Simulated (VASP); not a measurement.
# HC32F in VASP: single point with PBE+D3(BJ)

Aim: the single point of HC32F with PBE+D3(BJ).

Everything below comes from runs of VASP 6.6.1. Logs are shortened: lines on timing, memory, paths and dates and some standing lists are left out, and cuts for length are marked.

## (1) The cell of the first run

The cell holds a slab with vacuum, 34 atoms: a = 9.864 Å, b = 9.864 Å, c = 12.000 Å, α = 90.00°, β = 90.00°, γ = 120.00°.

## (2) Single point, PBE+D3(BJ)

Input file INCAR:

```
SYSTEM = HC32F
PREC = Accurate
ENCUT = 520
EDIFF = 1E-6
ISMEAR = 0
SIGMA = 0.05
LREAL = Auto
LASPH = .TRUE.
NELM = 60
ALGO = Normal
ISIF = 2
LWAVE = .FALSE.
LCHARG = .FALSE.
GGA = PE
IVDW = 12
NBANDS = 91
```

Input file KPOINTS:

```
Automatic mesh
0
G
  2 2 1
  0 0 0
```

Input file POSCAR:

```
HC32F
1.0
    9.8640000000      0.0000000000      0.0000000000
   -4.9320000000      8.5424750000      0.0000000000
    0.0000000000      0.0000000000     12.0000000000
C F H
32 1 1
Direct
   -0.0009217751     -0.0007391301      0.0805250000
    0.1657014418      0.0825251464      0.0805584167
   -0.0009399692      0.2492516513      0.0805567500
    0.1657098242      0.3325782048      0.0805018333
   -0.0009230335      0.4992583531      0.0805023333
    0.1656980779      0.5826175669      0.0804894167
   -0.0009076101      0.7492666938      0.0805283333
    0.1657433757      0.8325913743      0.0805743333
    0.2490706274     -0.0007549334      0.0805825000
    0.4157199325      0.0825272535      0.0805600833
    0.2489512025      0.2491404423      0.0805438333
    0.4155764557      0.3322595618      0.0805847500
    0.2489340880      0.4992457104      0.0804710000
    0.4155731235      0.5827620215      0.0804578333
    0.2490705120      0.7492677473      0.0805259167
    0.4157206807      0.8326392527      0.0804839167
    0.4990771254     -0.0007388959      0.0805255000
    0.6657351159      0.0825904670      0.0805486667
    0.4990848710      0.2491419641      0.0805480000
    0.6657632822      0.3325786730      0.0805076667
    0.4990754206      0.4992534365      0.0807380000
    0.6660844978      0.5827630751      0.0804624167
    0.4990960485      0.7494068171      0.0804160000
    0.6657659687      0.8326365602      0.0804095833
    0.7490893814     -0.0007156006      0.0805225000
    0.9157498587      0.0825903500      0.0805477500
    0.7490862765      0.2492522366      0.0805595000
    0.9157486028      0.3326024366      0.0805486667
    0.7492057329      0.4992472322      0.0804778333
    0.9158136298      0.5826165134      0.0804932500
    0.7492060088      0.7494055294      0.0804186667
    0.9158147288      0.8326387844      0.0804860000
    0.5052150059      0.5127300929      0.3408183333
    0.5033170727      0.5087298470      0.2625243333
```

Potentials or basis: VASP PAW PBE potentials, release 64 (C, F, H).

Launch:

```console
> cat potpaw_PBE.64/C/POTCAR potpaw_PBE.64/F/POTCAR potpaw_PBE.64/H/POTCAR > POTCAR
> mpirun -np 1 vasp_std > vasp.out
```

OUTCAR:

```text
SYSTEM = HC32F
   PREC = Accurate
   ENCUT = 520
   EDIFF = 1E-6
   ISMEAR = 0
   LREAL = Auto
   LASPH = .TRUE.
   NELM = 60
   ISIF = 2
   GGA = PE
   IVDW = 12
 IVDW          = 12

 ion  position               nearest neighbor table
   1  0.999  0.999  0.081-  32 1.42   2 1.42  26 1.42
   2  0.166  0.083  0.081-  11 1.42   1 1.42   9 1.42
   3  0.999  0.249  0.081-   4 1.42  26 1.42  28 1.42
   4  0.166  0.333  0.081-   3 1.42  13 1.42  11 1.42
   5  0.999  0.499  0.081-   6 1.42  30 1.42  28 1.42
   6  0.166  0.583  0.080-  13 1.42   5 1.42  15 1.42
[... 24 lines left out ...]
  31  0.749  0.749  0.080-  32 1.42  22 1.42  24 1.42
  32  0.916  0.833  0.080-  31 1.42   1 1.42   7 1.42
  33  0.505  0.513  0.341-  34 0.94
  34  0.503  0.509  0.263-  33 0.94

  LATTYP: Found a hexagonal cell.
 ALAT       =     9.8640000000
 C/A-ratio  =     1.2165450122

  Lattice vectors:

 A1 = (   9.8640000000,   0.0000000000,   0.0000000000)
 A2 = (  -4.9320000000,   8.5424750000,   0.0000000000)
 A3 = (   0.0000000000,   0.0000000000,  12.0000000000)

Analysis of symmetry for initial positions (statically):
=====================================================================
 Subroutine PRICEL returns:
 Original cell was already a primitive cell.

 Routine SETGRP: Setting up the symmetry group for a
 hexagonal supercell.

 Subroutine GETGRP returns: Found  1 space group operations
 (whereof  1 operations were pure point group operations)
 out of a pool of 24 trial point group operations.

The static configuration has the point symmetry C_1 .

Analysis of symmetry for dynamics (positions and initial velocities):
=====================================================================
 Subroutine PRICEL returns:
 Original cell was already a primitive cell.

 Routine SETGRP: Setting up the symmetry group for a
 hexagonal supercell.

 Subroutine GETGRP returns: Found  1 space group operations
 (whereof  1 operations were pure point group operations)
 out of a pool of 24 trial point group operations.

The dynamic configuration has the point symmetry C_1 .

 Subroutine INISYM returns: Found  1 space group operations
 (whereof  1 operations are pure point group operations),
 and found     1 'primitive' translations

[... 140 lines left out ...]
   NSW    =      0    number of steps for IOM
   IBRION =     -1    ionic relax: 0-MD 1-quasi-New 2-CG
   NFREE  =      0    steps in history (QN), initial steepest desc. (CG)
   ISIF   =      2    stress and relaxation
   ISYM   =      2    0-nonsym 1-usesym 2-fastsym
   POTIM  = 0.5000    time-step for ionic-motion
   TEBEG  =    0.0;   TEEND  =   0.0 temperature during run
   PSTRESS=    0.0 pullay stress
   NELECT =     136.0000    total number of electrons
   NUPDOWN=      -1.0000    fix difference up-down
   EMIN   =  10.00;   EMAX   =-10.00  energy-range for DOS
   EFERMI =   0.00;   METHOD = LEGACY
   ISMEAR =     0;   SIGMA  =   0.05  broadening in eV -4-tet -1-fermi 0-gaus
   EFERMI_NEDOS =   21; number of points for ismear=-14 and -15
   IALGO  =     38    algorithm
   IMIX   =      4    mixing-type and parameters
     AMIX     =   0.40;   BMIX     =  1.00
     AMIX_MAG =   1.60;   BMIX_MAG =  1.00
  volume/ion in A,a.u.               =      29.74       200.69
  Fermi-wavevector in a.u.,A,eV,Ry     =   0.838781  1.585066  9.572422  0.703553
  Thomas-Fermi vector in A             =   1.952892
   LORBIT       =      0    0 simple, 1 ext, 2 COOP (PROOUT), +10 PAW based schemes
   GGA     = PE    functional components
   LHFCALC =     F    Hartree Fock is set to
   AEXX    =    0.0000 exact exchange contribution
   IVDW    =    12    specifies the selected vdW correction
   LEPSILON=     F    determine dielectric tensor
   LRPA    =     F    only Hartree local field effects (RPA)
 non-spin polarized calculation
 Gauss-broadening in eV      SIGMA  =   0.05
  energy-cutoff  :      520.00
  volume of cell :     1011.16
 maximum number of plane-waves:     27273
 NGX is ok and might be reduce to    80
   NGX = 37   NGY = 37   NGZ = 45

 number of electron     136.0000007 magnetization

 Free energy of the ion-electron system (eV)
  ---------------------------------------------------
  ext. energy  EPLUGINS =         0.00000000
  ---------------------------------------------------
  free energy    TOTEN  =      -303.19658414 eV

  energy without entropy =     -303.19658414  energy(sigma->0) =     -303.19658414

 E-fermi :  -2.6724     XC(G=0):  -3.7863

 val. band max:       -2.9308772575   @ k =   0.5000  -0.0000   0.0000
 cond. band min:      -0.9957171411   @ k =   0.5000   0.5000   0.0000
 fundamental gap:      1.9351601164
 Fermi energy:        -2.6723840823

 k-point     1 :       0.0000    0.0000    0.0000
  band No.  band energies     occupation
      1     -26.9812      2.00000
      2     -21.4450      2.00000
      3     -20.0227      2.00000
      4     -19.9836      2.00000
      5     -19.9833      2.00000
      6     -19.9636      2.00000
[... 321 lines left out ...]
     79       2.8152      0.00000
     80       2.9681      0.00000
 [bands above 80 left out]

------------------------ aborting loop because EDIFF is reached ----------------------------------------

 Edisp (eV)   -2.94284

 E8    (eV) :    -0.9099

  FORCE on cell =-STRESS in cart. coord.  units (eV):
  Direction    XX          YY          ZZ          XY          YZ          ZX
  --------------------------------------------------------------------------------------
  -------------------------------------------------------------------------------------
  Total       1.04536     0.97023    -0.04252     0.00744     0.01332     0.03960
  in kB       1.65637     1.53733    -0.06737     0.01179     0.02111     0.06274
  external pressure =        1.04 kB  Pullay stress =        0.00 kB

 VOLUME and BASIS-vectors are now :
 -----------------------------------------------------------------------------
  energy-cutoff  :      520.00
  volume of cell :     1011.16
      direct lattice vectors                 reciprocal lattice vectors
     9.864000000  0.000000000  0.000000000     0.101378751  0.058531046  0.000000000
    -4.932000000  8.542475000  0.000000000     0.000000000  0.117062093  0.000000000
     0.000000000  0.000000000 12.000000000     0.000000000  0.000000000  0.083333333

 POSITION                                       TOTAL-FORCE (eV/Angst)
 -----------------------------------------------------------------------------------
      4.92655      8.53616      0.96630        -0.002257     -0.003937     -0.000275
      1.22746      0.70497      0.96670         0.001955      0.003233     -0.000589
      8.62542      2.12923      0.96668        -0.002005     -0.003620      0.000123
     -0.00571      2.84104      0.96602         0.001463      0.004084     -0.001000
      7.39255      4.26490      0.96603        -0.002132     -0.003747      0.000525
     -1.23902      4.97700      0.96587         0.002627      0.004396     -0.000344
[... 26 lines left out ...]
      2.45466      4.37998      4.08982         0.001945      0.006474      0.280515
      2.45566      4.34581      3.15029         0.000412     -0.011423     -0.282576
 -----------------------------------------------------------------------------------
    total drift:                                0.001419      0.025823      0.012403

  FREE ENERGIE OF THE ION-ELECTRON SYSTEM (eV)
  ---------------------------------------------------
  free  energy   TOTEN  =      -306.1394223655 eV

  energy  without entropy=     -306.1394223655  energy(sigma->0) =     -306.13942237
```

It took 15 min on 1 thread of Intel Xeon Platinum 8488C (Sapphire Rapids), shared host; peak memory 1.2 GiB.

Results:

| Property | Result |
| --- | --- |
| Free energy | -306.1394 eV |
| Largest force | 0.283 eV/Å |
| Band gap on the k mesh | 1.94 eV |
| Dispersion energy per atom | -0.087 eV |

Forces in eV/Å, atoms in the order of the input:
```
C   -0.002 -0.004  0.000
C    0.002  0.003 -0.001
C   -0.002 -0.004  0.000
C    0.001  0.004 -0.001
C   -0.002 -0.004  0.001
C    0.003  0.004  0.000
C   -0.002 -0.004  0.000
C    0.002  0.004 -0.001
C   -0.002 -0.004  0.000
C    0.002  0.003 -0.001
C   -0.003 -0.004  0.002
C    0.002 -0.001 -0.001
C   -0.004 -0.003  0.002
C    0.004  0.005  0.000
C   -0.002 -0.004  0.000
C    0.002  0.005  0.000
C   -0.002 -0.004  0.000
C    0.002  0.004 -0.001
C   -0.002 -0.004  0.000
C    0.003  0.004 -0.001
C   -0.003 -0.004  0.004
C   -0.003  0.003  0.000
C   -0.003 -0.002  0.000
C    0.004  0.004  0.001
C   -0.002 -0.003  0.000
C    0.002  0.004 -0.001
C   -0.002 -0.004  0.000
C    0.002  0.005 -0.002
C    0.001 -0.004  0.000
C    0.003  0.004  0.000
C    0.000 -0.002 -0.001
C    0.003  0.005  0.000
F    0.002  0.006  0.281
H    0.000 -0.011 -0.283
```

Caveat: there is no dipole correction, which matters where the two faces differ.
